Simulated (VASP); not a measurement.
Crystal: PbF2.

```
Pb F
1.0
     0.05582    2.94581    2.94581
     2.94581    0.05582    2.94581
     3.00163    3.00163    0.00000
Pb F
1 2
Direct
  0.00000 0.00000 0.00000
  0.24560 0.24560 0.25440
  0.75440 0.75440 0.74560
```

This cell differs from its parent crystal: shear xy strain +3.8%.

Base run:

- Program: VASP 6.6.1
- Functional: PBE
- Potentials or basis: VASP PAW PBE potentials, release 64 (Pb_d, F)
- Cutoff: 600 eV
- k mesh: 8 × 8 × 8
- Occupations: fermi-dirac, width 0.02 eV
- Spin: no spin polarisation

Its results: band gap on the k mesh 4.40 eV (least direct gap 4.55 eV); pressure 4.0 GPa.

Question: The run is repeated on the same cell with these changes: functional from PBE to r2SCAN; cutoff from 600 eV to 660 eV; occupations from fermi-dirac, width 0.02 eV to gaussian, width 0.01 eV. What comes out?

Answer: Band gap on the k mesh 4.92 eV (least direct gap 5.07 eV); pressure 1.1 GPa.

Caveats: spin-orbit coupling is left out, which moves the levels of the heavy elements; the cell stands under pressure (at least some runs); the PAW data sets were made with another functional, which shifts forces and pressure a little (at least some runs).

A k mesh can miss the band edges.
